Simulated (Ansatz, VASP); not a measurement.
**NbBr3: VASP beside Ansatz**

```
CELL_PARAMETERS angstrom
5.17100 0.00000 0.00000
0.00000 5.17100 0.00000
0.00000 0.00000 5.17100
ATOMIC_POSITIONS crystal
Nb 0.00000 0.00000 0.00000
Br 0.50000 0.00000 0.00000
Br 0.00000 0.50000 0.00000
Br 0.00000 0.00000 0.50000
```

Alike in both runs: functional r2SCAN; k mesh 7 × 7 × 7; occupations fermi-dirac, width 0.08 eV; no spin polarisation.

Ansatz relaxed the structure, and its values are those at the end. VASP's run is a single point on that final structure, the one shown.

|  | VASP | Ansatz |
| --- | --- | --- |
| version | VASP 6.6.1 | Ansatz 0.2.0 |
| potentials or method | VASP PAW PBE potentials, release 64 (Nb_sv, Br) | PAW with Ansatz's default frozen-core files, scalar-relativistic |
| plane-wave cutoff (eV) | 520 | 500 |
| valence electrons in the cell | 34 | 34 |

Ansatz gave:

| Item | Value |
| --- | --- |
| pressure (GPa) | 0.0 |

What did VASP give for the same quantities?

Pressure (GPa): -0.1.

VASP's potentials were made for PBE, not for r2SCAN. The functional is the same, so the differences come from potentials, cutoffs and numerics.
